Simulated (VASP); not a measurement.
Here is a VASP 6.6.1 calculation.

File INCAR:

```
PREC = Accurate ; ENCUT = 600
EDIFF = 1E-6 ; ISMEAR = 0
SIGMA = 0.02 ; LREAL = F
LASPH = T ; NELM = 60
ALGO = Normal ; ISIF = 3
LWAVE = F ; LCHARG = F
IBRION = 2 ; NSW = 100
EDIFFG = -0.005
```

The input KPOINTS:

```
regular mesh
0
Gamma
  8 8 8
```

The input POSCAR:

```
CaSe
1.0
    0.0000000000      2.9560000000      2.9560000000
    2.9560000000      0.0000000000      2.9560000000
    2.9560000000      2.9560000000      0.0000000000
Ca Se
1 1
Direct
    0.0000000000      0.0000000000      0.0000000000
    0.5000000000      0.5000000000      0.5000000000
```

Potentials or basis: VASP PAW LDA potentials, release 64 (Ca_sv, Se).

Run with:

```sh
$ cat potpaw_LDA.64/Ca_sv/POTCAR potpaw_LDA.64/Se/POTCAR > POTCAR
$ mpirun -np 1 vasp_std > vasp.out
```

(1) Estimate the relaxed volume.

(2) Predict the relaxed cell.

(3) Predict the space group after relaxing (to 0.05 Å).

Results:

(1) 24.40 Å³/atom.

(2) a = 4.102 Å, b = 4.102 Å, c = 4.102 Å, α = 60.00°, β = 60.00°, γ = 60.00°.

(3) Fm-3m (No. 225).
